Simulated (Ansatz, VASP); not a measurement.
MoSe: VASP beside Ansatz

File INCAR:

```
PREC     = Accurate       # precision mode
ENCUT    = 520            # plane-wave cutoff, eV
EDIFF    = 1E-7           # SCF threshold, eV
ISMEAR   = 0              # smearing method
SIGMA    = 0.05           # smearing width, eV
LREAL    = F              # projectors in reciprocal space
LASPH    = T              # aspherical terms in the spheres
NELM     = 150            # most SCF steps
ALGO     = Normal         # electronic algorithm
ISIF     = 2              # what is computed and relaxed
LWAVE    = F              # write WAVECAR
LCHARG   = F              # write CHGCAR
ISPIN    = 2              # spin polarisation
MAGMOM   = 2.2 0          # initial moments
LORBIT   = 11             # projections on sites
LMAXMIX  = 4              # l up to which the mixer works
GGA      = PE             # functional
NBANDS   = 21             # bands
```

KPOINTS

```
regular mesh
0
Gamma
  12 12 12
```

Contents of POSCAR:

```
MoSe
1.0
    0.0000000000      2.6758016221      2.6758016221
    2.6758016221      0.0000000000      2.6758016221
    2.6758016221      2.6758016221      0.0000000000
Mo Se
1 1
Direct
    0.5000000000      0.5000000000      0.5000000000
    0.0000000000      0.0000000000      0.0000000000
```

Input for Ansatz:

```yaml
crystal:
  lattice:
    - [0.0, 2.6758016221, 2.6758016221]
    - [2.6758016221, 0.0, 2.6758016221]
    - [2.6758016221, 2.6758016221, 0.0]
  atoms:
    - { symbol: Mo, position: [0.5, 0.5, 0.5], spin: 2.2 }
    - { symbol: Se, position: [0.0, 0.0, 0.0] }
basis:
  ecutwfc: 420
  ecutrho_ratio: 4
kpoints:
  mp_grid: { grid: [12, 12, 12] }
hamiltonian:
  xc: pbe
scf:
  occupations: { method: gaussian, width: 0.05 }
output:
  forces: true
  stress: true
  eigenvalues: true
  populations: true
magnetization:
  spin_polarized: true
```

Alike in both runs: task single point; functional PBE; k mesh 12 × 12 × 12; occupations gaussian, width 0.05 eV; collinear spin.

|  | VASP | Ansatz |
| --- | --- | --- |
| version | VASP 6.6.1 | Ansatz 0.2.0 |
| potentials or method | VASP PAW PBE potentials, release 64 (Mo_sv, Se), cutoff 520 eV | scalar-relativistic, plane waves, PAW |
| valence electrons in the cell | 20 | 30 |

Ansatz gave:

* gap on the k mesh at the Fermi level (eV): none
* pressure (GPa): 0.0
* net moment per atom (μB): 1.29
* size of the moment on the site where the two differ most (μB): 2.00

**Question.** What did VASP give for the same quantities?

**Answer.** gap on the k mesh at the Fermi level (eV): none; pressure (GPa): 0.2; net moment per atom (μB): 1.29; size of the moment on the site where the two differ most (μB): 2.27.

Site moments also hang on the region over which each program counts them. A gap of «none» marks a metal or a gap that the smearing closes. VASP's potentials hold 20 valence electrons a cell and Ansatz's 30, so a difference there can come from the potentials and not from the codes.
